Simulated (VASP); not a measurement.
Set up this calculation in VASP 6.6.1, as the native input.

```yaml
Task: single point
Functional: PBE
Dispersion: D3(BJ)
Potentials_or_basis: VASP PAW PBE potentials, release 64 (O, H, Li_sv, Cl)
Cutoff: 650 eV
k_mesh: 1 × 1 × 1
Occupations: fermi-dirac, width 0.05 eV
Spin: no spin polarisation
Dipole_correction: no
Further_INCAR_settings: ALGO = Normal; EDIFF = 1e-06; NBANDS = 56
```

The structure of LiH16ClO8 lies in POSCAR:

```
LiH16ClO8
1.0
    6.7853200000      0.0000000000      0.0000000000
    0.0000000000      6.7853200000      0.0000000000
    0.0000000000      0.0000000000      6.7853200000
O H Li Cl
8 16 1 1
Direct
    0.9230662666      0.1039744625      0.6432121109
    0.3608378087      0.3823843238      0.9933208751
    0.6820164709      0.8517947569      0.1862255575
    0.8660166359      0.2717926347      1.0003949703
   -0.2437467946      0.6117029116      0.5859856278
    0.5148025443      0.3673518714      0.3256883979
    0.2943265756      0.7648128607      0.3229913991
   -0.0069267183      0.3832243726      0.3769019000
    0.9322773281      0.1656517305      0.5058862368
    0.9990538398     -0.0192916473      0.6632111676
    0.2943118379      0.5038229590      0.9519816309
    0.2870019395      0.2794415002      0.9238031515
    0.8176032965      0.8686252085      0.1281148126
    0.5960809512      0.9002670471      0.0879103712
    0.7458896559      0.3450684713      0.9648329040
    0.9165669416      0.2172778881      0.8751982220
   -0.1457410999      0.5506446269      0.4986058137
   -0.1743617103      0.6616194962      0.7087653935
    0.4565002093      0.3244651689      0.2053256147
    0.5824043671      0.2545790029      0.3771671786
    0.2370853549      0.8027476965      0.1963650941
    0.1765576273      0.7041377562      0.3681919202
    0.1242093225      0.3633726928      0.4223234866
   -0.0194390242      0.3483991912      0.2315292425
    0.5499666928      0.6447448315      0.3321877229
    0.0976667276      0.7842518850      0.9360354412
```

One way to write it, as run:

INCAR

```
PREC = Accurate
ENCUT = 650
EDIFF = 1E-6
ISMEAR = -1
SIGMA = 0.05
LREAL = False
LASPH = True
NELM = 120
ALGO = Normal
ISIF = 2
LWAVE = False
LCHARG = False
GGA = PE
IVDW = 12
NBANDS = 56
GGA_COMPAT = False
```

KPOINTS

```
regular mesh
0
Gamma
  1 1 1
```

Potentials or basis: VASP PAW PBE potentials, release 64 (O, H, Li_sv, Cl).

Command:

```bash
$ cat potpaw_PBE.64/O/POTCAR potpaw_PBE.64/H/POTCAR potpaw_PBE.64/Li_sv/POTCAR potpaw_PBE.64/Cl/POTCAR > POTCAR
$ mpirun -np 1 vasp_gam > vasp.out
```

It gave:

```yaml
Pressure: 0.1 GPa
Largest_force: 1.842 eV/Å
Dispersion_energy_per_atom: -0.038 eV
```

Caveat: the k points lie up to 0.93 Å⁻¹ apart; the atoms stand as in a frame of molecular dynamics.

Wall time 30 s on 1 thread of AMD EPYC 9R45 96-Core Processor (Zen 5) (shared host), peak memory 0.37 GiB.
